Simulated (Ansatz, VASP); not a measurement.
## Pd: VASP beside Ansatz

The input INCAR:

```
ALGO     = Normal         # electronic algorithm
EDIFF    = 1E-7           # SCF threshold, eV
ENCUT    = 520            # plane-wave cutoff, eV
GGA      = PS             # functional
ISIF     = 2              # what is computed and relaxed
ISMEAR   = 0              # smearing method
LASPH    = T              # aspherical terms in the spheres
LCHARG   = F              # write CHGCAR
LREAL    = F              # projectors in reciprocal space
LWAVE    = F              # write WAVECAR
NBANDS   = 11             # bands
NELM     = 60             # most SCF steps
PREC     = Accurate       # precision mode
SIGMA    = 0.15           # smearing width, eV
```

KPOINTS

```
k-points
0
Gamma
  20 20 20
```

Contents of POSCAR:

```
Pd
1.0
    0.0000000000      2.1004920000      2.1004920000
    2.1004920000      0.0000000000      2.1004920000
    2.1004920000      2.1004920000      0.0000000000
Pd
1
Direct
    0.0000000000      0.0000000000      0.0000000000
```

Input for Ansatz:

```yaml
crystal:
  lattice:
    - [0.0, 2.100492, 2.100492]
    - [2.100492, 0.0, 2.100492]
    - [2.100492, 2.100492, 0.0]
  atoms:
    - { symbol: Pd, position: [0.0, 0.0, 0.0] }
basis:
  ecutwfc: 420
kpoints:
  mp_grid: { grid: [20, 20, 20] }
hamiltonian:
  xc: pbesol
scf:
  occupations: { method: gaussian, width: 0.15 }
output:
  forces: true
  stress: true
  eigenvalues: true
```

Change from the starting cell: strain +0.080 along x and y, +0.080 along z, atoms carried along.

Alike in both runs: task single point; functional PBEsol; k mesh 20 × 20 × 20; occupations gaussian, width 0.15 eV; no spin polarisation.

```csv
,VASP,Ansatz
version,VASP 6.6.1,Ansatz 0.2.0
potentials or method,"VASP PAW PBE potentials, release 64 (Pd), cutoff 520 eV","scalar-relativistic, plane waves, PAW"
valence electrons in the cell,10,18
```

```tsv
	VASP	Ansatz	Ansatz less VASP
gap on the k mesh at the Fermi level (eV)	none	none	-
pressure (GPa)	-25.2	-25.1	+0.07
```

VASP's potentials were made for PBE, not for PBEsol. A gap of «none» marks a metal or a gap that the smearing closes. The functional is the same, so the differences come from potentials, cutoffs and numerics. VASP's potentials hold 10 valence electrons a cell and Ansatz's 18, so a difference there can come from the potentials and not from the codes.
